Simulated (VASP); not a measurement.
Input of a VASP 6.6.1 run:

The input INCAR:

```
SYSTEM = AlN
ALGO = Normal
EDIFF = 1E-6
ENCUT = 520
GGA = PE
ISIF = 2
ISMEAR = -1
LASPH = .TRUE.
LCHARG = .FALSE.
LREAL = Auto
LWAVE = .FALSE.
NBANDS = 96
NELM = 80
PREC = Accurate
SIGMA = 0.01
```

File KPOINTS:

```
Automatic mesh
0
Gamma
  2 2 4
  0.5 0.5 0.5
```

The input POSCAR:

```
AlN
1.0
    9.3892708700      0.0000000883      0.0000000000
   -4.6946355115      8.1313470508      0.0000000000
    0.0000000000      0.0000000000      5.0174032950
Al N
18 18
Direct
    0.2222792675      0.1110546307      0.4992814114
    0.1110546307      0.2222792675      0.9992814114
    0.2222792675      0.4443879641      0.4992814114
    0.1110546307      0.5556126009      0.9992814114
    0.2222792675      0.7777212974      0.4992814114
    0.1110546307      0.8889459342      0.9992814114
    0.5556126009      0.1110546307      0.4992814114
    0.4443879641      0.2222792675      0.9992814114
    0.5556126009      0.4443879641      0.4992814114
    0.4443879641      0.5556126009      0.9992814114
    0.5556126009      0.7777212974      0.4992814114
    0.4443879641      0.8889459342      0.9992814114
    0.8889459342      0.1110546307      0.4992814114
    0.7777212974      0.2222792675      0.9992814114
    0.8889459342      0.4443879641      0.4992814114
    0.7777212974      0.5556126009      0.9992814114
    0.8889459342      0.7777212974      0.4992814114
    0.7777212974      0.8889459342      0.9992814114
    0.2221135952      0.1112191732      0.8807185886
    0.1112191732      0.2221135952      0.3807185886
    0.2221135952      0.4445525065      0.8807185886
    0.1112191732      0.5554469286      0.3807185886
    0.2221135952      0.7778858399      0.8807185886
    0.1112191732      0.8887802619      0.3807185886
    0.5554469286      0.1112191732      0.8807185886
    0.4445525065      0.2221135952      0.3807185886
    0.5554469286      0.4445525065      0.8807185886
    0.4445525065      0.5554469286      0.3807185886
    0.5554469286      0.7778858399      0.8807185886
    0.4445525065      0.8887802619      0.3807185886
    0.8887802619      0.1112191732      0.8807185886
    0.7778858399      0.2221135952      0.3807185886
    0.8887802619      0.4445525065      0.8807185886
    0.7778858399      0.5554469286      0.3807185886
    0.8887802619      0.7778858399      0.8807185886
    0.7778858399      0.8887802619      0.3807185886
```

Potentials or basis: VASP PAW PBE potentials, release 64 (Al, N).

Run with:

```sh
$ cat potpaw_PBE.64/Al/POTCAR potpaw_PBE.64/N/POTCAR > POTCAR
$ mpirun -np 1 vasp_std > vasp.out
```

(1) What does it give for the band gap on the k mesh?

(2) Predict the pressure.

(3) Estimate the largest force.

Answers

(1) 4.90 eV.

(2) -0.2 GPa.

(3) 0.018 eV/Å.

Caveat: a shifted mesh leaves out Γ, where band edges can lie.
